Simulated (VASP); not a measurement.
# Sc8H in VASP: single point with PBE

Aim: the single point of Sc8H with PBE.

Everything below comes from runs of VASP 6.6.1. Logs are shortened: lines on timing, memory, paths and dates and some standing lists are left out, and cuts for length are marked.

### 1 The cell of the first run

The cell holds a slab with vacuum, 9 atoms: a = 6.639 Å, b = 5.163 Å, c = 19.113 Å, α = 90.00°, β = 90.00°, γ = 90.00°.

### 2 Single point, PBE

Contents of INCAR:

```
SYSTEM = Sc8H
ALGO     = Normal         ! electronic algorithm
DIPOL    = 0.5 0.5 0.322
EDIFF    = 1E-6           ! SCF threshold, eV
ENCUT    = 520            ! plane-wave cutoff, eV
GGA      = PE             ! functional
IDIPOL   = 3            
ISIF     = 2              ! what is computed and relaxed
ISMEAR   = 0              ! smearing method
LASPH    = .TRUE.         ! aspherical terms in the spheres
LCHARG   = .FALSE.        ! write CHGCAR
LDIPOL   = .TRUE.       
LREAL    = .FALSE.        ! projectors in reciprocal space
LWAVE    = .FALSE.        ! write WAVECAR
NBANDS   = 54             ! bands
NELM     = 100            ! most SCF steps
PREC     = Accurate       ! precision mode
SIGMA    = 0.1            ! smearing width, eV
```

Contents of KPOINTS:

```
k-points
0
G
  4 5 1
  0 0 0
```

Contents of POSCAR:

```
Sc8H
1.0
    6.6389479791      0.0000000000      0.0000000000
    0.0000000000      5.1626219083      0.0000000000
    0.0000000000      0.0000000000     19.1132872497
Sc H
8 1
Direct
    0.0000000000      0.7500000000      0.2092784955
    0.5000000000      0.7500000000      0.2092784955
    0.2500000000      0.2500000000      0.2594137541
    0.7500000000      0.2500000000      0.2594137541
    0.2500000000      0.7500000000      0.3452852846
    0.7500000000      0.7500000000      0.3452852846
    0.0000000000      0.2500000000      0.3983243254
    0.5000000000      0.2500000000      0.3983243254
    0.1875000000      0.2500000000      0.4729418430
```

Potentials or basis: VASP PAW PBE potentials, release 64 (Sc_sv, H).

Started as:

```bash
> cat potpaw_PBE.64/Sc_sv/POTCAR potpaw_PBE.64/H/POTCAR > POTCAR
> mpirun -np 1 vasp_std > vasp.out
```

OUTCAR:

```text
SYSTEM = Sc8H
   EDIFF = 1E-6
   ENCUT = 520
   GGA = PE
   ISIF = 2
   ISMEAR = 0
   LASPH = .TRUE.
   LREAL = .FALSE.
   NELM = 100
   PREC = Accurate

 ion  position               nearest neighbor table
   1  0.000  0.750  0.209-   5 3.08   6 3.08   3 3.21   4 3.21   3 3.21   4 3.21   2 3.32   2 3.32

   2  0.500  0.750  0.209-   5 3.08   6 3.08   3 3.21   4 3.21   3 3.21   4 3.21   1 3.32   1 3.32

   3  0.250  0.250  0.259-   5 3.06   5 3.06   8 3.13   7 3.13   1 3.21   1 3.21   2 3.21   2 3.21
                             4 3.32   4 3.32
   4  0.750  0.250  0.259-   6 3.06   6 3.06   8 3.13   7 3.13   1 3.21   1 3.21   2 3.21   2 3.21
                             3 3.32   3 3.32
   5  0.250  0.750  0.345-   3 3.06   3 3.06   1 3.08   2 3.08   8 3.23   7 3.23   7 3.23   8 3.23
                             6 3.32   6 3.32
   6  0.750  0.750  0.345-   4 3.06   4 3.06   1 3.08   2 3.08   8 3.23   7 3.23   7 3.23   8 3.23
                             5 3.32   5 3.32
   7  0.000  0.250  0.398-   9 1.89   4 3.13   3 3.13   6 3.23   5 3.23   5 3.23   6 3.23   8 3.32
                             8 3.32
   8  0.500  0.250  0.398-   3 3.13   4 3.13   5 3.23   6 3.23   5 3.23   6 3.23   7 3.32   7 3.32

   9  0.188  0.250  0.473-   7 1.89

  LATTYP: Found a simple orthorhombic cell.
 ALAT       =     5.1626219083
 B/A-ratio  =     1.2859643989
 C/A-ratio  =     3.7022442451

  Lattice vectors:

 A1 = (   0.0000000000,  -5.1626219083,   0.0000000000)
 A2 = (   6.6389479791,   0.0000000000,   0.0000000000)
 A3 = (   0.0000000000,   0.0000000000,  19.1132872497)

Analysis of symmetry for initial positions (statically):
=====================================================================
 Subroutine PRICEL returns:
 Original cell was already a primitive cell.

 Routine SETGRP: Setting up the symmetry group for a
 simple orthorhombic supercell.

 Subroutine GETGRP returns: Found  2 space group operations
 (whereof  1 operations were pure point group operations)
 out of a pool of  8 trial point group operations.

The static configuration has the point symmetry C_1 .
 The point group associated with its full space group is C_1h.

Analysis of symmetry for dynamics (positions and initial velocities):
=====================================================================
 Subroutine PRICEL returns:
 Original cell was already a primitive cell.

 Routine SETGRP: Setting up the symmetry group for a
 simple orthorhombic supercell.

 Subroutine GETGRP returns: Found  2 space group operations
 (whereof  1 operations were pure point group operations)
 out of a pool of  8 trial point group operations.

The dynamic configuration has the point symmetry C_1 .
 The point group associated with its full space group is C_1h.

 Subroutine INISYM returns: Found  2 space group operations
 (whereof  1 operations are pure point group operations),
 and found     1 'primitive' translations

----------------------------------------------------------------------------------------

                                     Primitive cell

  volume of cell :     655.0960

  direct lattice vectors                    reciprocal lattice vectors
     6.638947979  0.000000000  0.000000000     0.150626274  0.000000000  0.000000000
     0.000000000  5.162621908  0.000000000     0.000000000  0.193700026  0.000000000
     0.000000000  0.000000000 19.113287250     0.000000000  0.000000000  0.052319624

  length of vectors
     6.638947979  5.162621908 19.113287250     0.150626274  0.193700026  0.052319624

  position of ions in fractional coordinates (direct lattice)
     0.000000000  0.750000000  0.209278496
     0.500000000  0.750000000  0.209278496
     0.250000000  0.250000000  0.259413754
     0.750000000  0.250000000  0.259413754
     0.250000000  0.750000000  0.345285285
     0.750000000  0.750000000  0.345285285
     0.000000000  0.250000000  0.398324325
     0.500000000  0.250000000  0.398324325
     0.187500000  0.250000000  0.472941843

  ion indices of the primitive-cell ions
   primitive index   ion index
                 1           1
                 2           2
                 3           3
                 4           4
                 5           5
                 6           6
                 7           7
                 8           8
                 9           9

----------------------------------------------------------------------------------------

 KPOINTS: k-points

Automatic generation of k-mesh.
 Grid dimensions read from file:
 generate k-points for:    4    5    1

 Generating k-lattice:

  Cartesian coordinates                     Fractional coordinates (reciprocal lattice)
     0.037656569  0.000000000  0.000000000     0.250000000  0.000000000  0.000000000
     0.000000000  0.038740005  0.000000000     0.000000000  0.200000000  0.000000000
     0.000000000  0.000000000  0.052319624     0.000000000  0.000000000  1.000000000

  Length of vectors
     0.037656569  0.038740005  0.052319624

  Shift w.r.t. Gamma in fractional coordinates (k-lattice)
     0.000000000  0.000000000  0.000000000

 Subroutine IBZKPT returns following result:
 ===========================================

 Found      9 irreducible k-points:

 Following reciprocal coordinates:
            Coordinates               Weight
  0.000000  0.000000  0.000000      1.000000
  0.250000  0.000000  0.000000      2.000000
  0.500000  0.000000  0.000000      1.000000
  0.000000  0.200000  0.000000      2.000000
  0.250000  0.200000  0.000000      4.000000
  0.500000  0.200000  0.000000      2.000000
  0.000000  0.400000  0.000000      2.000000
  0.250000  0.400000  0.000000      4.000000
  0.500000  0.400000  0.000000      2.000000
   k-points           NKPTS =      9   k-points in BZ     NKDIM =      9   number of bands    NBANDS=     54
   number of dos      NEDOS =    301   number of ions     NIONS =      9
   total plane-waves  NPLWV = 288000
   dimension x,y,z NGX =    50 NGY =   40 NGZ =  144
   dimension x,y,z NGXF=   100 NGYF=   80 NGZF=  288
   ions per type =               8   1
   NGX,Y,Z   is equivalent  to a cutoff of  12.52, 12.88, 12.53 a.u.
   NGXF,Y,Z  is equivalent  to a cutoff of  25.04, 25.76, 25.05 a.u.
 SYSTEM =  Sc8H
   PREC   = accura    normal or accurate (medium, high low for compatibility)
   ISTART =      0    job   : 0-new  1-cont  2-samecut
   ICHARG =      2    charge: 1-file 2-atom 10-const
   ISPIN  =      1    spin polarized calculation?
   LNONCOLLINEAR =      F non collinear calculations
   LSORBIT =      F    spin-orbit coupling
   LASPH  =      T    aspherical Exc in radial PAW
   ENCUT  =  520.0 eV  38.22 Ry    6.18 a.u.  12.34  9.60 35.54*2*pi/ulx,y,z
   NELM   =    100;   NELMIN=  2; NELMDL= -5     # of ELM steps
   EDIFF  = 0.1E-05   stopping-criterion for ELM
   LREAL  =      F    real-space projection
   EDIFFG = 0.1E-04   stopping-criterion for IOM
   NSW    =      0    number of steps for IOM
   IBRION =     -1    ionic relax: 0-MD 1-quasi-New 2-CG
   NFREE  =      0    steps in history (QN), initial steepest desc. (CG)
   ISIF   =      2    stress and relaxation
   ISYM   =      2    0-nonsym 1-usesym 2-fastsym
   POTIM  = 0.5000    time-step for ionic-motion
   TEBEG  =    0.0;   TEEND  =   0.0 temperature during run
   PSTRESS=    0.0 pullay stress
   NELECT =      89.0000    total number of electrons
   NUPDOWN=      -1.0000    fix difference up-down
   EMIN   =  10.00;   EMAX   =-10.00  energy-range for DOS
   EFERMI =   0.00;   METHOD = LEGACY
   ISMEAR =     0;   SIGMA  =   0.10  broadening in eV -4-tet -1-fermi 0-gaus
   EFERMI_NEDOS =   21; number of points for ismear=-14 and -15
   IALGO  =     38    algorithm
   IMIX   =      4    mixing-type and parameters
     AMIX     =   0.40;   BMIX     =  1.00
     AMIX_MAG =   1.60;   BMIX_MAG =  1.00
  volume/ion in A,a.u.               =      72.79       491.20
  Fermi-wavevector in a.u.,A,eV,Ry     =   0.841595  1.590384  9.636765  0.708282
  Thomas-Fermi vector in A             =   1.956165
   LORBIT       =      0    0 simple, 1 ext, 2 COOP (PROOUT), +10 PAW based schemes
   GGA     = PE    functional components
   LHFCALC =     F    Hartree Fock is set to
   AEXX    =    0.0000 exact exchange contribution
   IVDW    =     0    specifies the selected vdW correction
   LEPSILON=     F    determine dielectric tensor
   LRPA    =     F    only Hartree local field effects (RPA)
 non-spin polarized calculation
 Gauss-broadening in eV      SIGMA  =   0.10
  energy-cutoff  :      520.00
  volume of cell :      655.10
 maximum number of plane-waves:     17709
 NGX is ok and might be reduce to    50
   NGX = 25   NGY = 19   NGZ = 71

 dipolmoment           0.000000      0.000000     -0.417327 electrons x Angstroem

 number of electron      88.9999996 magnetization

 dipolmoment           0.000000      0.000000      0.107063 electrons x Angstroem

 Free energy of the ion-electron system (eV)
  ---------------------------------------------------
  ext. energy  EPLUGINS =         0.00000000
  ---------------------------------------------------
  free energy    TOTEN  =       -48.74590764 eV

  energy without entropy =      -48.64968037  energy(sigma->0) =      -48.69779400

 E-fermi :  -1.3507     XC(G=0):  -3.9536

 val. band max:       -1.3560038442   @ k =   0.2500   0.0000   0.0000
 cond. band min:      -1.3453735133   @ k =   0.0000   0.4000   0.0000
 fundamental gap:      0.0106303309
 Fermi energy:        -1.3506862994

 k-point     1 :       0.0000    0.0000    0.0000
  band No.  band energies     occupation
      1     -51.1849      2.00000
      2     -51.1322      2.00000
      3     -51.1138      2.00000
      4     -50.8760      2.00000
      5     -50.7179      2.00000
      6     -50.6694      2.00000
[... 46 lines left out ...]
     53      -0.0276      0.00000
     54       0.0109      0.00000

 k-point     2 :       0.2500    0.0000    0.0000
  band No.  band energies     occupation
      1     -51.1848      2.00000
      2     -51.1297      2.00000
      3     -51.1164      2.00000
      4     -50.8762      2.00000
      5     -50.7177      2.00000
      6     -50.6688      2.00000
[... 46 lines left out ...]
     53      -0.1683      0.00000
     54      -0.0533      0.00000

 k-point     3 :       0.5000    0.0000    0.0000
  band No.  band energies     occupation
      1     -51.1846      2.00000
      2     -51.1249      2.00000
      3     -51.1212      2.00000
      4     -50.8763      2.00000
      5     -50.7174      2.00000
      6     -50.6683      2.00000
[... 46 lines left out ...]
     53      -0.1930      0.00000
     54      -0.1335      0.00000
[... 229 lines left out ...]
 k-point     8 :       0.2500    0.4000    0.0000
  band No.  band energies     occupation
      1     -51.1843      2.00000
      2     -51.1287      2.00000
      3     -51.1162      2.00000
      4     -50.8749      2.00000
      5     -50.7133      2.00000
      6     -50.6644      2.00000
[... 46 lines left out ...]
     53      -0.3182      0.00000
     54      -0.2476      0.00000

 k-point     9 :       0.5000    0.4000    0.0000
  band No.  band energies     occupation
      1     -51.1842      2.00000
      2     -51.1244      2.00000
      3     -51.1206      2.00000
      4     -50.8750      2.00000
      5     -50.7130      2.00000
      6     -50.6622      2.00000
[... 46 lines left out ...]
     53      -0.4603      0.00000
     54      -0.3955      0.00000

------------------------ aborting loop because EDIFF is reached ----------------------------------------

 vacuum level on the upper side and lower side of the slab       (xc-potential included)         0.145        -0.430

  FORCE on cell =-STRESS in cart. coord.  units (eV):
  Direction    XX          YY          ZZ          XY          YZ          ZX
  --------------------------------------------------------------------------------------
  -------------------------------------------------------------------------------------
  Total        0.0858132     -2.1413041      0.7021179      0.0000000      0.0000000      1.2966425
  in kB        0.2098745     -5.2370168      1.7171794      0.0000000      0.0000000      3.1712162
  external PRESSURE =      -1.1033209 kB  Pullay stress =       0.0000000 kB

 VOLUME and BASIS-vectors are now :
 -----------------------------------------------------------------------------
  energy-cutoff  :      520.00
  volume of cell :      655.10
      direct lattice vectors                 reciprocal lattice vectors
     6.638947979  0.000000000  0.000000000     0.150626274  0.000000000  0.000000000
     0.000000000  5.162621908  0.000000000     0.000000000  0.193700026  0.000000000
     0.000000000  0.000000000 19.113287250     0.000000000  0.000000000  0.052319624

 POSITION                                       TOTAL-FORCE (eV/Angst)
 -----------------------------------------------------------------------------------
      0.00000      3.87197      4.00000        -0.002671      0.000000     -0.131038
      3.31947      3.87197      4.00000         0.009567      0.000000     -0.185885
      1.65974      1.29066      4.95825         0.032526      0.000000      0.091542
      4.97921      1.29066      4.95825        -0.045970      0.000000      0.109079
      1.65974      3.87197      6.59954         0.048687      0.000000     -0.062177
      4.97921      3.87197      6.59954        -0.111686      0.000000     -0.098014
      0.00000      1.29066      7.61329         0.174123      0.000000     -0.187379
      3.31947      1.29066      7.61329        -0.961175      0.000000      0.450079
      1.24480      1.29066      9.03947         0.856600      0.000000      0.013792
 -----------------------------------------------------------------------------------
    total drift:                               -0.000033     -0.000000      0.001686

  FREE ENERGIE OF THE ION-ELECTRON SYSTEM (eV)
  ---------------------------------------------------
  free  energy   TOTEN  =       -48.7459076352 eV

  energy  without entropy=      -48.6496803740  energy(sigma->0) =      -48.69779400

 vacuum level on the upper side and lower side of the slab         2.550         1.949
```

It took 13 min on 1 thread of AMD EPYC 9R45 (Zen 5), shared host; peak memory 0.66 GiB.

What came out:

```yaml
Free_energy: -48.7459 eV
Largest_force: 1.061 eV/Å
```

Forces in eV/Å, atoms in the order of the input:
```
Sc  -0.003  0.000 -0.131
Sc   0.010  0.000 -0.186
Sc   0.033  0.000  0.092
Sc  -0.046  0.000  0.109
Sc   0.049  0.000 -0.062
Sc  -0.112  0.000 -0.098
Sc   0.174  0.000 -0.187
Sc  -0.961  0.000  0.450
H    0.857  0.000  0.014
```
